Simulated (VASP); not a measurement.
Here is a VASP 6.6.1 calculation.

The input INCAR:

```
ALGO     = Normal         # electronic algorithm
EDIFF    = 1E-6           # SCF threshold, eV
ENCUT    = 520            # plane-wave cutoff, eV
GGA      = PE             # functional
ISIF     = 2              # what is computed and relaxed
ISMEAR   = 0              # smearing method
LASPH    = T              # aspherical terms in the spheres
LCHARG   = T              # write CHGCAR
LELF     = T              # ELF
LREAL    = F              # projectors in reciprocal space
LVHAR    = T            
LWAVE    = F              # write WAVECAR
NBANDS   = 11             # bands
NELM     = 80             # most SCF steps
PREC     = Accurate       # precision mode
SIGMA    = 0.01           # smearing width, eV
```

File KPOINTS:

```
k-points
0
Gamma
  4 4 4
```

The input POSCAR:

```
AlN
1.0
    0.0000000000      2.1848764208      2.1848764208
    2.1848764208      0.0000000000      2.1848764208
    2.1848764208      2.1848764208      0.0000000000
Al N
1 1
Direct
    0.0000000000      0.0000000000      0.0000000000
    0.2500000000      0.2500000000      0.2500000000
```

Potentials or basis: VASP PAW PBE potentials, release 64 (Al, N).

Command:

```sh
$ cat potpaw_PBE.64/Al/POTCAR potpaw_PBE.64/N/POTCAR > POTCAR
$ mpirun -np 1 vasp_std > vasp.out
```

Q: Predict the band gap on the k mesh.

A: 3.29 eV, indirect (least direct gap 4.17 eV).

Q: Estimate the pressure.

A: 4.4 GPa.

Caveat: the k points lie up to 0.62 Å⁻¹ apart. A k mesh can miss the band edges.
